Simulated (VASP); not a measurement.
# ZnO (P6_3mc) in VASP: further runs

Runs on ZnO. Level: LDA. Tasks: vibrations by perturbation theory.

All numbers are computed with VASP 6.6.1; they aren't measurements. Logs are shortened: lines on timing, memory, paths and dates and some standing lists are left out, and cuts for length are marked.

## 1. The cell of the first run

Symmetry: P6_3mc, No. 186, hexagonal system. The conventional cell has a = 3.129 Å, b = 3.129 Å, c = 5.061 Å, α = 90.00°, β = 90.00°, γ = 120.00°. Within 2.5 Å of Zn (site symmetry 3m) lie 4 O at 1.91 Å. Within 2.5 Å of O (site symmetry 3m) lie 4 Zn at 1.91 Å.

## 2. Vibrations by perturbation theory, LDA

Input file INCAR:

```
PREC = Accurate ; ENCUT = 520
EDIFF = 1E-8 ; ISMEAR = 0
SIGMA = 0.01 ; LREAL = F
LASPH = T ; NELM = 100
ALGO = Normal ; ISIF = 2
LWAVE = F ; LCHARG = F
GGA = CA ; NBANDS = 26
IBRION = 8 ; NSW = 1
```

Input file KPOINTS:

```
Automatic mesh
0
Gamma
  8 8 4
```

Input file POSCAR:

```
ZnO
1.0
    3.1286941909      0.0000000000      0.0000000000
   -1.5643470955      2.7095286500      0.0000000000
    0.0000000000      0.0000000000      5.0606512966
Zn O
2 2
Direct
    0.3333333333      0.6666666667      0.5004241137
    0.6666666667      0.3333333333      0.0004241137
    0.6666666667      0.3333333333      0.3785858863
    0.3333333333      0.6666666667      0.8785858863
```

Potentials or basis: VASP PAW LDA potentials, release 64 (Zn, O).

Started as:

```bash
$ cat potpaw_LDA.64/Zn/POTCAR potpaw_LDA.64/O/POTCAR > POTCAR
$ mpirun -np 1 vasp_std > vasp.out
```

OUTCAR:

```text
PREC = Accurate
   ENCUT = 520
   EDIFF = 1E-8
   ISMEAR = 0
   LREAL = F
   LASPH = T
   NELM = 100
   ISIF = 2
   GGA = CA
   IBRION = 8
   NSW = 1

 ion  position               nearest neighbor table
   1  0.333  0.667  0.500-   3 1.91   3 1.91   3 1.91   4 1.91
   2  0.667  0.333  0.000-   4 1.91   4 1.91   4 1.91   3 1.91
   3  0.667  0.333  0.379-   1 1.91   1 1.91   1 1.91   2 1.91
   4  0.333  0.667  0.879-   2 1.91   2 1.91   2 1.91   1 1.91

  LATTYP: Found a hexagonal cell.
 ALAT       =     3.1286941909
 C/A-ratio  =     1.6174963061

  Lattice vectors:

 A1 = (   3.1286941909,   0.0000000000,   0.0000000000)
 A2 = (  -1.5643470955,   2.7095286500,   0.0000000000)
 A3 = (   0.0000000000,   0.0000000000,   5.0606512966)

Analysis of symmetry for initial positions (statically):
=====================================================================
 Subroutine PRICEL returns:
 Original cell was already a primitive cell.

 Routine SETGRP: Setting up the symmetry group for a
 hexagonal supercell.

 Subroutine GETGRP returns: Found 12 space group operations
 (whereof  6 operations were pure point group operations)
 out of a pool of 24 trial point group operations.

The static configuration has the point symmetry C_3v.
 The point group associated with its full space group is C_6v.

Analysis of symmetry for dynamics (positions and initial velocities):
=====================================================================
 Subroutine PRICEL returns:
 Original cell was already a primitive cell.

 Routine SETGRP: Setting up the symmetry group for a
 hexagonal supercell.

 Subroutine GETGRP returns: Found 12 space group operations
 (whereof  6 operations were pure point group operations)
 out of a pool of 24 trial point group operations.

The dynamic configuration has the point symmetry C_3v.
 The point group associated with its full space group is C_6v.

 Subroutine INISYM returns: Found 12 space group operations
 (whereof  6 operations are pure point group operations),
 and found     1 'primitive' translations

----------------------------------------------------------------------------------------

                                     Primitive cell

  volume of cell :      42.9006

  direct lattice vectors                    reciprocal lattice vectors
     3.128694191  0.000000000  0.000000000     0.319622162  0.184533941  0.000000000
    -1.564347096  2.709528650  0.000000000     0.000000000  0.369067882  0.000000000
     0.000000000  0.000000000  5.060651297     0.000000000  0.000000000  0.197603024

  length of vectors
     3.128694191  3.128694191  5.060651297     0.369067882  0.369067882  0.197603024

  position of ions in fractional coordinates (direct lattice)
     0.333333333  0.666666667  0.500424114
     0.666666667  0.333333333  0.000424114
     0.666666667  0.333333333  0.378585886
     0.333333333  0.666666667  0.878585886

  ion indices of the primitive-cell ions
   primitive index   ion index
                 1           1
                 2           2
[... 116 lines left out ...]

 Free energy of the ion-electron system (eV)
  ---------------------------------------------------
  ext. energy  EPLUGINS =         0.00000000
  ---------------------------------------------------
  free energy    TOTEN  =       -21.05883524 eV

  energy without entropy =      -21.05883524  energy(sigma->0) =      -21.05883524

 E-fermi :   2.0115     XC(G=0): -12.0251

 val. band max:        1.9127972702   @ k =   0.0000   0.0000   0.0000
 cond. band min:       2.8092123386   @ k =   0.0000   0.0000   0.0000
 fundamental gap:      0.8964150684
 Fermi energy:         2.0115033686

 k-point     1 :       0.0000    0.0000    0.0000
  band No.  band energies     occupation
      1     -16.8156      2.00000
      2     -15.8760      2.00000
      3      -4.6920      2.00000
      4      -4.4446      2.00000
      5      -4.4446      2.00000
      6      -4.4049      2.00000
[... 685 lines left out ...]
     25      16.0612      0.00000
     26      16.0612      0.00000

 [... further k-points ...]
[... 5 lines left out ...]
  --------------------------------------------------------------------------------------
  -------------------------------------------------------------------------------------
  Total        3.1353333      3.1353333      3.1402549     -0.0000000      0.0000000      0.0000000
  in kB      117.0930251    117.0930251    117.2768253     -0.0000000      0.0000000      0.0000000
  external PRESSURE =     117.1542919 kB  Pullay stress =       0.0000000 kB

 VOLUME and BASIS-vectors are now :
 -----------------------------------------------------------------------------
  energy-cutoff  :      520.00
  volume of cell :       42.90
      direct lattice vectors                 reciprocal lattice vectors
     3.128694191  0.000000000  0.000000000     0.319622162  0.184533941  0.000000000
    -1.564347096  2.709528650  0.000000000     0.000000000  0.369067882  0.000000000
     0.000000000  0.000000000  5.060651297     0.000000000  0.000000000  0.197603024

 POSITION                                       TOTAL-FORCE (eV/Angst)
 -----------------------------------------------------------------------------------
     -0.00000      1.80635      2.53247         0.000000      0.000000      0.001567
      1.56435      0.90318      0.00215        -0.000000      0.000000      0.001567
      1.56435      0.90318      1.91589         0.000000      0.000000     -0.001567
     -0.00000      1.80635      4.44622        -0.000000     -0.000000     -0.001567
 -----------------------------------------------------------------------------------
    total drift:                               -0.000000     -0.000000     -0.000761

  FREE ENERGIE OF THE ION-ELECTRON SYSTEM (eV)
  ---------------------------------------------------
  free  energy   TOTEN  =       -21.0588352390 eV

  energy  without entropy=      -21.0588352390  energy(sigma->0) =      -21.05883524

[... ionic steps 2 to 9 ...]

--------------------------------------- Ionic step       10  -------------------------------------------

------------------------ aborting loop because EDIFF is reached ----------------------------------------

[... ionic steps 11 to 11 ...]

--------------------------------------- Ionic step       12  -------------------------------------------

 Free energy of the ion-electron system (eV)
  ---------------------------------------------------
  ---------------------------------------------------
  free energy    TOTEN  =        -0.37221451 eV

  energy without entropy =       -0.37221451

------------------------ aborting loop because EDIFF is reached ----------------------------------------

 INTERNAL STRAIN TENSOR  FOR ION    3  DIRECTION 3   (eV/Angst):
 -----------------------------------------------------------------------------
     7.23092 -0.00000 -0.00000
    -0.00000  7.23092 -0.00000
     0.00000  0.00000-14.13210

 INTERNAL STRAIN TENSOR FOR ION    4 for displacements in x,y,z  (eV/Angst):
          X           Y           Z          XY          YZ          ZX
  --------------------------------------------------------------------------------
  x     0.00000    -0.00000     0.00000   -12.00095    -0.00000     7.01060
  y   -12.00095    12.00095     0.00000    -0.00000     7.26813    -0.00000
  z     7.23092     7.23092   -14.13210    -0.00000     0.00000    -0.00000

 SECOND DERIVATIVES (NOT SYMMETRIZED)
 ------------------------------------
               1X          1Y          1Z          2X          2Y          2Z          3X          3Y          3Z          4X          4Y          4Z
  1X   -10.521448    0.000000    0.000000    0.389142   -0.000000    0.000000   10.505224   -0.000000    0.000000   -0.372919    0.000000    0.000000
  1Y     0.000000  -10.521448    0.000000   -0.000000    0.389142    0.000000   -0.000000   10.505224    0.000000    0.000000   -0.372919    0.000000
  1Z    -0.000000   -0.000000  -15.044010   -0.000000   -0.000000    5.535981   -0.000000    0.000000    1.652581    0.000000   -0.000000    7.855447
  2X     0.389142   -0.000000    0.000000  -10.521448    0.000000   -0.000000   -0.372919    0.000000    0.000000   10.505224   -0.000000    0.000000
  2Y    -0.000000    0.389142    0.000000    0.000000  -10.521448    0.000000    0.000000   -0.372919    0.000000   -0.000000   10.505224   -0.000000
  2Z     0.000000    0.000000    5.535981    0.000000    0.000000  -15.044010   -0.000000    0.000000    7.855447    0.000000    0.000000    1.652581
  3X    10.553697   -0.000000    0.000000   -0.335566    0.000000    0.000000  -11.327331    0.000000    0.000000    1.109200   -0.000000    0.000000
  3Y    -0.000000   10.553697    0.000000    0.000000   -0.335566    0.000000    0.000000  -11.327331    0.000000   -0.000000    1.109200    0.000000
  3Z     0.000000    0.000000    1.566616    0.000000    0.000000    7.948497    0.000000    0.000000  -15.278329    0.000000   -0.000000    5.763216
  4X    -0.335566    0.000000   -0.000000   10.553697   -0.000000    0.000000    1.109200   -0.000000   -0.000000  -11.327331    0.000000    0.000000
  4Y     0.000000   -0.335566   -0.000000   -0.000000   10.553697    0.000000   -0.000000    1.109200    0.000000    0.000000  -11.327331    0.000000
  4Z     0.000000   -0.000000    7.948497   -0.000000    0.000000    1.566616   -0.000000    0.000000    5.763216   -0.000000   -0.000000  -15.278329

 Eigenvectors and eigenvalues of the dynamical matrix
 ----------------------------------------------------

   1 f  =   18.174983 THz   114.196787 2PiTHz  606.252182 cm-1    75.165657 meV
             X         Y         Z           dx          dy          dz
     -0.000000  1.806352  2.532472    -0.000000    0.000000   -0.130391
      1.564347  0.903176  0.002146     0.000000   -0.000000    0.130391
      1.564347  0.903176  1.915891     0.000000   -0.000000   -0.694981
     -0.000000  1.806352  4.446217    -0.000000    0.000000    0.694981
[... 71 lines left out ...]
  12 f/i=    0.023282 THz     0.146286 2PiTHz    0.776609 cm-1     0.096287 meV
             X         Y         Z           dx          dy          dz
     -0.000000  1.806352  2.532472     0.248768   -0.583512    0.000000
      1.564347  0.903176  0.002146     0.248768   -0.583512    0.000000
      1.564347  0.903176  1.915891     0.122538   -0.287425    0.000000
     -0.000000  1.806352  4.446217     0.122538   -0.287425    0.000000

--------------------------------------------------------------------------------------------------------

 ELASTIC MODULI CONTR FROM IONIC RELAXATION (kBar)
 Direction    XX          YY          ZZ          XY          YZ          ZX
 --------------------------------------------------------------------------------
 XX       -1279.1852    461.3766    800.7256      0.0000     -0.0000      0.0000
 YY         461.3766  -1279.1852    800.7256      0.0000      0.0000     -0.0000
 ZZ         800.7256    800.7256  -1567.9988     -0.0000     -0.0000      0.0000
 XY           0.0000      0.0000     -0.0000   -870.2809     -0.0000      0.0000
 YZ           0.0000      0.0000     -0.0000     -0.0000   -366.2921      0.0000
 ZX          -0.0000      0.0000      0.0000      0.0000      0.0000   -363.9950
 --------------------------------------------------------------------------------
```

It took 12 min on 1 thread of Intel Xeon 8259CL, shared host; peak memory 0.44 GiB.

What came out:

```yaml
Highest_phonon_frequency_at_Γ_LO-TO_splitting_left_out: 606 cm⁻¹
```

Phonon frequencies in cm⁻¹ (negative: imaginary):
```tsv
q point	frequencies
(0.000, 0.000, 0.000)	-1 -1 0 70 70 275 449 465 465 502 502 606
```

Caveat: the cell stands under pressure or tension, which shifts response properties.

## 3. Vibrations by perturbation theory, LDA

This run uses another cell than the first one, of 10.89 Å³/atom.

Input file INCAR:

```
SYSTEM = ZnO
PREC = Accurate
ENCUT = 520
EDIFF = 1E-8
ISMEAR = 0
SIGMA = 0.01
LREAL = .FALSE.
LASPH = .TRUE.
NELM = 60
ALGO = Normal
ISIF = 2
LWAVE = .FALSE.
LCHARG = .FALSE.
NBANDS = 26
IBRION = 8
NSW = 1
```

Input file KPOINTS:

```
regular mesh
0
G
  8 8 4
  0 0 0
```

Input file POSCAR:

```
ZnO
1.0
    3.1446186832      0.0000000000      0.0000000000
   -1.5723093416      2.7233196648      0.0000000000
    0.0000000000      0.0000000000      5.0859405443
Zn O
2 2
Direct
    0.3333333333      0.6666666667      0.5003939598
    0.6666666667      0.3333333333      0.0003939598
    0.6666666667      0.3333333333      0.3786160402
    0.3333333333      0.6666666667      0.8786160402
```

Potentials or basis: VASP PAW LDA potentials, release 64 (Zn, O).

Started as:

```bash
$ cat potpaw_LDA.64/Zn/POTCAR potpaw_LDA.64/O/POTCAR > POTCAR
$ mpirun -np 1 vasp_std > vasp.out
```

OUTCAR:

```text
SYSTEM = ZnO
   PREC = Accurate
   ENCUT = 520
   EDIFF = 1E-8
   ISMEAR = 0
   LREAL = .FALSE.
   LASPH = .TRUE.
   NELM = 60
   ISIF = 2
   IBRION = 8
   NSW = 1

 ion  position               nearest neighbor table
   1  0.333  0.667  0.500-   3 1.92   3 1.92   3 1.92   4 1.92
   2  0.667  0.333  0.000-   4 1.92   4 1.92   4 1.92   3 1.92
   3  0.667  0.333  0.379-   1 1.92   1 1.92   1 1.92   2 1.92
   4  0.333  0.667  0.879-   2 1.92   2 1.92   2 1.92   1 1.92

[... 978 lines left out ...]
  4Z     0.000000   -0.000000    7.355164    0.000000    0.000000    1.622443    0.000000   -0.000000    5.642421    0.000000    0.000000  -14.620028

 Eigenvectors and eigenvalues of the dynamical matrix
 ----------------------------------------------------

   1 f  =   17.805613 THz   111.875969 2PiTHz  593.931333 cm-1    73.638067 meV
             X         Y         Z           dx          dy          dz
     -0.000000  1.815546  2.544974     0.000000    0.000000   -0.122586
      1.572309  0.907773  0.002004    -0.000000   -0.000000    0.122586
      1.572309  0.907773  1.925619    -0.000000   -0.000000   -0.696400
     -0.000000  1.815546  4.468589     0.000000    0.000000    0.696400
[... 71 lines left out ...]
  12 f/i=    0.021103 THz     0.132595 2PiTHz    0.703928 cm-1     0.087276 meV
             X         Y         Z           dx          dy          dz
     -0.000000  1.815546  2.544974     0.627882    0.089950   -0.000000
      1.572309  0.907773  0.002004     0.627882    0.089950   -0.000000
      1.572309  0.907773  1.925619     0.309370    0.044320   -0.000000
     -0.000000  1.815546  4.468589     0.309370    0.044320   -0.000000

--------------------------------------------------------------------------------------------------------

 ELASTIC MODULI CONTR FROM IONIC RELAXATION (kBar)
 Direction    XX          YY          ZZ          XY          YZ          ZX
 --------------------------------------------------------------------------------
 XX       -1155.8149    423.1187    717.5215     -0.0000     -0.0000     -0.0000
 YY         423.1187  -1155.8149    717.5215      0.0000      0.0000      0.0000
 ZZ         717.5215    717.5215  -1405.3220      0.0000     -0.0000     -0.0000
 XY          -0.0000      0.0000      0.0000   -789.4668      0.0000      0.0000
 YZ          -0.0000      0.0000     -0.0000      0.0000   -328.0954      0.0000
 ZX          -0.0000      0.0000     -0.0000      0.0000      0.0000   -325.2408
 --------------------------------------------------------------------------------
```

It took 12 min on 1 thread of Intel Xeon 8259CL, shared host; peak memory 0.44 GiB.

Results:

* Highest phonon frequency at Γ, LO-TO splitting left out: 594 cm⁻¹

Phonon frequencies in cm⁻¹ (negative: imaginary):
```
              q point                                frequencies
(0.000, 0.000, 0.000)  -1 -1 0 75 75 272 436 452 452 488 488 594
```

Caveat: the cell stands under pressure or tension, which shifts response properties.
